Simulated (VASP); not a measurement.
# Ga2SnO2 (P6_3/mmc) in VASP: further runs

Ga2SnO2 is run at these levels: PBE; tasks: single point.

Everything below comes from runs of VASP 6.6.1. Logs are shortened: lines on timing, memory, paths and dates and some standing lists are left out, and cuts for length are marked.

### 1 The cell of the first run

Symmetry: P6_3/mmc, No. 194, hexagonal system. Conventional cell: a = 3.600 Å, b = 3.600 Å, c = 13.291 Å, α = 90.00°, β = 90.00°, γ = 120.00°. Within 3.0 Å of Ga (site symmetry 3m) lie 4 O at 2.08 to 2.14 Å and 3 Sn at 2.91 Å. Within 3.8 Å of Sn (site symmetry -6m2) lie 6 Ga at 2.91 Å and 6 O at 3.27 Å and 6 Sn at 3.60 Å. O (site symmetry 3m) has 4 Ga at 2.08 to 2.14 Å and 3 O at 2.62 Å within 2.8 Å.

The cell was built from a structure type or drawn by symmetry, and may not be a known phase.

### 2 Single point, PBE

Input file INCAR:

```
PREC     = Accurate       # precision mode
ENCUT    = 520            # plane-wave cutoff, eV
EDIFF    = 1E-6           # SCF threshold, eV
ISMEAR   = 0              # smearing method
SIGMA    = 0.1            # smearing width, eV
LREAL    = F              # projectors in reciprocal space
LASPH    = T              # aspherical terms in the spheres
NELM     = 60             # most SCF steps
ALGO     = Normal         # electronic algorithm
ISIF     = 2              # what is computed and relaxed
LWAVE    = F              # write WAVECAR
LCHARG   = F              # write CHGCAR
GGA      = PE             # functional
NBANDS   = 63             # bands
```

Input file KPOINTS:

```
regular mesh
0
Gamma
  6 6 2
```

Input file POSCAR:

```
Ga2SnO2
1.0
    3.6004720600      0.0000000000      0.0000000000
   -1.8002360300      3.1181002700      0.0000000000
    0.0000000000      0.0000000000     13.2908765200
Ga Sn O
4 2 4
Direct
    0.6666666700      0.3333333300      0.4032764400
    0.6666666700      0.3333333300      0.0967235600
    0.3333333300      0.6666666700      0.9032764400
    0.3333333300      0.6666666700      0.5967235600
    0.0000000000      0.0000000000      0.7500000000
    0.0000000000      0.0000000000      0.2500000000
    0.6666666700      0.3333333300      0.5596874400
    0.6666666700      0.3333333300      0.9403125600
    0.3333333300      0.6666666700      0.4403125600
    0.3333333300      0.6666666700      0.0596874400
```

Potentials or basis: VASP PAW PBE potentials, release 64 (Ga_d, Sn_d, O).

Started as:

```
$ cat potpaw_PBE.64/Ga_d/POTCAR potpaw_PBE.64/Sn_d/POTCAR potpaw_PBE.64/O/POTCAR > POTCAR
$ mpirun -np 1 vasp_std > vasp.out
```

OUTCAR:

```text
PREC = Accurate
   ENCUT = 520
   EDIFF = 1E-6
   ISMEAR = 0
   LREAL = F
   LASPH = T
   NELM = 60
   ISIF = 2
   GGA = PE

 ion  position               nearest neighbor table
   1  0.667  0.333  0.403-   7 2.08   9 2.14   9 2.14   9 2.14   6 2.91   6 2.91   6 2.91
   2  0.667  0.333  0.097-   8 2.08  10 2.14  10 2.14  10 2.14   6 2.91   6 2.91   6 2.91
   3  0.333  0.667  0.903-  10 2.08   8 2.14   8 2.14   8 2.14   5 2.91   5 2.91   5 2.91
   4  0.333  0.667  0.597-   9 2.08   7 2.14   7 2.14   7 2.14   5 2.91   5 2.91   5 2.91
   5  0.000  0.000  0.750-   3 2.91   4 2.91   3 2.91   4 2.91   3 2.91   4 2.91
   6  0.000  0.000  0.250-   1 2.91   2 2.91   1 2.91   2 2.91   1 2.91   2 2.91
   7  0.667  0.333  0.560-   1 2.08   4 2.14   4 2.14   4 2.14
   8  0.667  0.333  0.940-   2 2.08   3 2.14   3 2.14   3 2.14
   9  0.333  0.667  0.440-   4 2.08   1 2.14   1 2.14   1 2.14
  10  0.333  0.667  0.060-   3 2.08   2 2.14   2 2.14   2 2.14

  LATTYP: Found a hexagonal cell.
 ALAT       =     3.6004720600
 C/A-ratio  =     3.6914260959

  Lattice vectors:

 A1 = (   3.6004720600,   0.0000000000,   0.0000000000)
 A2 = (  -1.8002360300,   3.1181002700,   0.0000000000)
 A3 = (   0.0000000000,   0.0000000000,  13.2908765200)

Analysis of symmetry for initial positions (statically):
=====================================================================
 Subroutine PRICEL returns:
 Original cell was already a primitive cell.

 Routine SETGRP: Setting up the symmetry group for a
 hexagonal supercell.

 Subroutine GETGRP returns: Found 24 space group operations
 (whereof 12 operations were pure point group operations)
 out of a pool of 24 trial point group operations.

The static configuration has the point symmetry D_3d.
 The point group associated with its full space group is D_6h.

Analysis of symmetry for dynamics (positions and initial velocities):
=====================================================================
 Subroutine PRICEL returns:
 Original cell was already a primitive cell.

 Routine SETGRP: Setting up the symmetry group for a
 hexagonal supercell.

 Subroutine GETGRP returns: Found 24 space group operations
 (whereof 12 operations were pure point group operations)
 out of a pool of 24 trial point group operations.

The dynamic configuration has the point symmetry D_3d.
 The point group associated with its full space group is D_6h.

 Subroutine INISYM returns: Found 24 space group operations
[... 110 lines left out ...]
   POTIM  = 0.5000    time-step for ionic-motion
   TEBEG  =    0.0;   TEEND  =   0.0 temperature during run
   PSTRESS=    0.0 pullay stress
   NELECT =     104.0000    total number of electrons
   NUPDOWN=      -1.0000    fix difference up-down
   EMIN   =  10.00;   EMAX   =-10.00  energy-range for DOS
   EFERMI =   0.00;   METHOD = LEGACY
   ISMEAR =     0;   SIGMA  =   0.10  broadening in eV -4-tet -1-fermi 0-gaus
   EFERMI_NEDOS =   21; number of points for ismear=-14 and -15
   IALGO  =     38    algorithm
   IMIX   =      4    mixing-type and parameters
     AMIX     =   0.40;   BMIX     =  1.00
     AMIX_MAG =   1.60;   BMIX_MAG =  1.00
  volume/ion in A,a.u.               =      14.92       100.69
  Fermi-wavevector in a.u.,A,eV,Ry     =   1.451504  2.742945 28.665622  2.106864
  Thomas-Fermi vector in A             =   2.568994
   LORBIT       =      0    0 simple, 1 ext, 2 COOP (PROOUT), +10 PAW based schemes
   GGA     = PE    functional components
   LHFCALC =     F    Hartree Fock is set to
   AEXX    =    0.0000 exact exchange contribution
   IVDW    =     0    specifies the selected vdW correction
   LEPSILON=     F    determine dielectric tensor
   LRPA    =     F    only Hartree local field effects (RPA)
 non-spin polarized calculation
 Gauss-broadening in eV      SIGMA  =   0.10
  energy-cutoff  :      520.00
  volume of cell :      149.21
 maximum number of plane-waves:      4045
 NGX is ok and might be reduce to    28
   NGX = 13   NGY = 13   NGZ = 49

 number of electron     104.0000011 magnetization

 Free energy of the ion-electron system (eV)
  ---------------------------------------------------
  ext. energy  EPLUGINS =         0.00000000
  ---------------------------------------------------
  free energy    TOTEN  =       -46.86083647 eV

  energy without entropy =      -46.82129379  energy(sigma->0) =      -46.84106513

 E-fermi :   6.8741     XC(G=0): -11.1019

 val. band max:        6.8722404404   @ k =   0.3333   0.1667   0.5000
 cond. band min:       6.8971686861   @ k =   0.5000   0.0000   0.0000
 fundamental gap:      0.0249282457
 Fermi energy:         6.8740605526

 k-point     1 :       0.0000    0.0000    0.0000
  band No.  band energies     occupation
      1     -14.7802      2.00000
      2     -14.7788      2.00000
      3     -14.7759      2.00000
      4     -14.7759      2.00000
      5     -14.7759      2.00000
      6     -14.7759      2.00000
[... 913 lines left out ...]
     62      12.8290      0.00000
     63      13.8605      0.00000

------------------------ aborting loop because EDIFF is reached ----------------------------------------

  FORCE on cell =-STRESS in cart. coord.  units (eV):
  Direction    XX          YY          ZZ          XY          YZ          ZX
  --------------------------------------------------------------------------------------
  -------------------------------------------------------------------------------------
  Total       -2.4178799     -2.4178799      8.3453685      0.0000000     -0.0000000      0.0000000
  in kB      -25.9622397    -25.9622397     89.6092738      0.0000000     -0.0000000      0.0000000
  external PRESSURE =      12.5615981 kB  Pullay stress =       0.0000000 kB

 VOLUME and BASIS-vectors are now :
 -----------------------------------------------------------------------------
  energy-cutoff  :      520.00
  volume of cell :      149.21
      direct lattice vectors                 reciprocal lattice vectors
     3.600472060  0.000000000  0.000000000     0.277741358  0.160354048  0.000000000
    -1.800236030  3.118100270  0.000000000     0.000000000  0.320708096  0.000000000
     0.000000000  0.000000000 13.290876520     0.000000000  0.000000000  0.075239582

 POSITION                                       TOTAL-FORCE (eV/Angst)
 -----------------------------------------------------------------------------------
      1.80024      1.03937      5.35990         0.000000     -0.000000      1.376655
      1.80024      1.03937      1.28554        -0.000000     -0.000000     -1.376655
     -0.00000      2.07873     12.00534        -0.000000      0.000000      1.376655
     -0.00000      2.07873      7.93098        -0.000000      0.000000     -1.376655
      0.00000      0.00000      9.96816        -0.000000      0.000000      0.000000
      0.00000      0.00000      3.32272        -0.000000      0.000000      0.000000
      1.80024      1.03937      7.43874        -0.000000      0.000000     -0.312118
      1.80024      1.03937     12.49758        -0.000000      0.000000      0.312118
     -0.00000      2.07873      5.85214         0.000000     -0.000000      0.312118
     -0.00000      2.07873      0.79330         0.000000      0.000000     -0.312118
 -----------------------------------------------------------------------------------
    total drift:                                0.000000      0.000000      0.000000

  FREE ENERGIE OF THE ION-ELECTRON SYSTEM (eV)
  ---------------------------------------------------
  free  energy   TOTEN  =       -46.8608364659 eV

  energy  without entropy=      -46.8212937942  energy(sigma->0) =      -46.84106513
```

stdout:

```text
POSCAR found type information on POSCAR GaSnO
 POSCAR found :  3 types and      10 ions
 scaLAPACK will be used
 LDA part: xc-table for (Slater+PW92), standard interpolation
 POSCAR, INCAR and KPOINTS ok, starting setup
 FFT: planning ... GRIDC
 FFT: planning ... GRID_SOFT
 FFT: planning ... GRID
 WAVECAR not read
 entering main loop
```

It took 2.3 min on 1 thread of Intel Xeon Platinum 8488C (Sapphire Rapids), shared host; peak memory 0.32 GiB.

What came out:

```
Free energy            : -46.8608 eV
Pressure               : 1.3 GPa
Largest force          : 1.377 eV/Å
Band gap on the k mesh : zero (bands 52 and 53 overlap by 1.50 eV)
```

Forces on the atoms (eV/Å):
```
Ga   0.000  0.000  1.377
Ga   0.000  0.000 -1.377
Ga   0.000  0.000  1.377
Ga   0.000  0.000 -1.377
Sn   0.000  0.000  0.000
Sn   0.000  0.000  0.000
O    0.000  0.000 -0.312
O    0.000  0.000  0.312
O    0.000  0.000  0.312
O    0.000  0.000 -0.312
```

Levels at points of the mesh, in eV from the Fermi level:
```
           k point  band 49  band 50  band 51  band 52  band 53  band 54  band 55  band 56
(0.00, 0.00, 0.00)    -3.14    -1.36    -0.56     1.44     3.60     3.60     3.72     3.77
(0.50, 0.00, 0.00)    -2.69    -2.05    -0.81    -0.52     0.02     0.76     1.87     1.88
(0.00, 0.00, 0.50)    -2.91    -2.91     0.79     0.79     3.68     3.68     3.68     3.68
(0.50, 0.00, 0.50)    -2.67    -2.67    -0.41    -0.41     0.25     0.25     1.88     1.88
```

Caveat: spin-orbit coupling is left out, which moves the levels of the heavy elements; forces of over 1 eV/Å act on the atoms, so gaps and moduli don't describe the material at rest.

### 3 Single point, PBE

This run uses another cell than the first one, of 16.87 Å³/atom.

Input file INCAR:

```
  PREC = Accurate
  ENCUT = 520
  EDIFF = 1E-7
  ISMEAR = 0
  SIGMA = 0.1
  LREAL = False
  LASPH = True
  NELM = 100
  ALGO = Normal
  ISIF = 2
  LWAVE = False
  LCHARG = True
  GGA = PE
  LELF = True
  LVHAR = True
  NBANDS = 63
```

KPOINTS is that of step 2.

Input file POSCAR:

```
Ga2SnO2
1.0
    3.1548924545      0.0000000000      0.0000000000
   -1.5774462272      2.7322170118      0.0000000000
    0.0000000000      0.0000000000     19.5765494095
Ga Sn O
4 2 4
Direct
    0.6666666667      0.3333333333      0.3895028047
    0.6666666667      0.3333333333      0.1104971953
    0.3333333333      0.6666666667      0.8895028047
    0.3333333333      0.6666666667      0.6104971953
    0.0000000000      0.0000000000      0.7500000000
    0.0000000000      0.0000000000      0.2500000000
    0.6666666667      0.3333333333      0.5752700655
    0.6666666667      0.3333333333      0.9247299345
    0.3333333333      0.6666666667      0.4247299345
    0.3333333333      0.6666666667      0.0752700655
```

Potentials or basis: VASP PAW PBE potentials, release 64 (Ga_d, Sn_d, O).

Started as:

```
$ cat potpaw_PBE.64/Ga_d/POTCAR potpaw_PBE.64/Sn_d/POTCAR potpaw_PBE.64/O/POTCAR > POTCAR
$ mpirun -np 1 vasp_std > vasp.out
```

It took 2.7 min on 1 thread of Intel Xeon Platinum 8488C (Sapphire Rapids), shared host; peak memory 0.35 GiB.

The run converged. Its results:

```
Free energy            : -48.8311 eV
Pressure               : 0.3 GPa
Largest force          : 0.044 eV/Å
Band gap on the k mesh : zero (bands 52 and 53 overlap by 0.27 eV)
```

Forces on the atoms (eV/Å):
```
Ga   0.000  0.000 -0.044
Ga   0.000  0.000  0.044
Ga   0.000  0.000 -0.044
Ga   0.000  0.000  0.044
Sn   0.000  0.000  0.000
Sn   0.000  0.000  0.000
O    0.000  0.000 -0.044
O    0.000  0.000  0.044
O    0.000  0.000  0.044
O    0.000  0.000 -0.044
```

Stress tensor (GPa, compression positive):
```
0.40 0.00 0.00
0.00 0.40 0.00
0.00 0.00 0.18
```

Levels at points of the mesh, in eV from the Fermi level:
```
           k point  band 50  band 51  band 52  band 53  band 54  band 55
(0.00, 0.00, 0.00)    -2.82    -2.02    -1.11     0.06     0.57     3.32
(0.50, 0.00, 0.00)    -3.89    -1.53    -1.46     0.22     0.30     1.02
(0.00, 0.00, 0.50)    -3.24    -1.53    -1.53     0.35     0.35     3.45
(0.50, 0.00, 0.50)    -3.94    -1.50    -1.50     0.25     0.25     1.10
```

Caveat: the k points lie up to 0.38 Å⁻¹ apart; spin-orbit coupling is left out, which moves the levels of the heavy elements.
